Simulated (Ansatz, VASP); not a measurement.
# Ga3Sb in VASP and in Ansatz

Contents of INCAR:

```
SYSTEM = Ga3Sb
PREC = Accurate ; ENCUT = 520
EDIFF = 1E-6 ; ISMEAR = 0
SIGMA = 0.15 ; LREAL = .False.
LASPH = .True. ; NELM = 80
ALGO = Fast ; ISIF = 2
LWAVE = .False. ; LCHARG = .False.
GGA = PE ; NBANDS = 30
```

Contents of KPOINTS:

```
regular mesh
0
Gamma
  14 14 14
  0 0 0
```

The input POSCAR:

```
Ga3Sb
1.0
   -2.3713782934      2.1999533566      4.2203249441
    2.3713782934     -2.1999533566      4.2203249441
    2.3713782934      2.1999533566     -4.2203249441
Ga Sb
3 1
Direct
    0.7500000000      0.2500000000      0.5000000000
    0.2500000000      0.7500000000      0.5000000000
    0.5000000000      0.5000000000      0.0000000000
    0.0000000000      0.0000000000      0.0000000000
```

Input for Ansatz:

```yaml
crystal:
  lattice:
    - [-2.3713782934, 2.1999533566, 4.2203249441]
    - [2.3713782934, -2.1999533566, 4.2203249441]
    - [2.3713782934, 2.1999533566, -4.2203249441]
  atoms:
    - { symbol: Ga, position: [0.75, 0.25, 0.5] }
    - { symbol: Ga, position: [0.25, 0.75, 0.5] }
    - { symbol: Ga, position: [0.5, 0.5, 0.0] }
    - { symbol: Sb, position: [0.0, 0.0, 0.0] }
basis:
  ecutwfc: 420
kpoints:
  mp_grid: { grid: [14, 14, 14] }
hamiltonian:
  xc: pbe
scf:
  occupations: { method: gaussian, width: 0.15 }
output:
  forces: true
  stress: true
  eigenvalues: true
  write_density: true
  write_potential: true
  elf: true
  volumetric_format: npy
```

Change from the starting cell: strain +0.0375 x Voigt [1, -1, 0, 0, 0, 0], atoms carried along.

Alike in both runs: task single point; functional PBE; k mesh 14 × 14 × 14; occupations gaussian, width 0.15 eV; no spin polarisation.

|  | VASP | Ansatz |
| --- | --- | --- |
| version | VASP 6.6.1 | Ansatz 0.2.0 |
| potentials or method | VASP PAW PBE potentials, release 64 (Ga_d, Sb), cutoff 520 eV | scalar-relativistic, plane waves, PAW |
| valence electrons in the cell | 44 | 54 |

```csv
,VASP,Ansatz,Ansatz less VASP
gap on the k mesh at the Fermi level (eV),none,none,-
pressure (GPa),0.0,0.0,0.00
"traceless stress, the component that is largest in VASP (GPa)",0.21,0.20,-0.002
rms of the force components (eV/Å),0.039,0.038,-0.0002
```

Atom by atom the forces differ by 0.000 eV/Å (rms over components). A gap of «none» marks a metal or a gap that the smearing closes. VASP's potentials hold 44 valence electrons a cell and Ansatz's 54, so a difference there can come from the potentials and not from the codes.

Neither program's run includes spin-orbit coupling.
